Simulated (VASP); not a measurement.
A run of VASP 6.6.1:

File INCAR:

```
ALGO = Normal ; EDIFF = 1E-8
ENCUT = 520 ; GGA = PE
ISIF = 2 ; ISMEAR = -1
ISYM = 0 ; LASPH = T
LCHARG = F ; LEFG = T
LREAL = F ; LWAVE = F
NBANDS = 12 ; NELM = 60
PREC = Accurate ; SIGMA = 0.05
```

KPOINTS

```
k-points
0
Gamma
  14 14 16
```

File POSCAR:

```
Ga
1.0
   -1.4040000000      1.4040000000      2.2735800000
    1.4040000000     -1.4040000000      2.2735800000
    1.4040000000      1.4040000000     -2.2735800000
Ga
1
Direct
    0.0000000000      0.0000000000      0.0000000000
```

Potentials or basis: VASP PAW PBE potentials, release 64 (Ga_d).

The run is started by

```console
$ cat potpaw_PBE.64/Ga_d/POTCAR > POTCAR
$ mpirun -np 1 vasp_std > vasp.out
```

Hardware: 1 thread of Intel(R) Xeon(R) Platinum 8375C CPU @ 2.90GHz (Ice Lake), on a shared host.

Problem. Estimate the wall time of this run.

Solution. Run time: 2.8 min on 1 thread of Intel(R) Xeon(R) Platinum 8375C CPU @ 2.90GHz (Ice Lake), with other jobs on the host, peak memory 0.42 GiB. Counts: scf iterations 13, k points 1572.
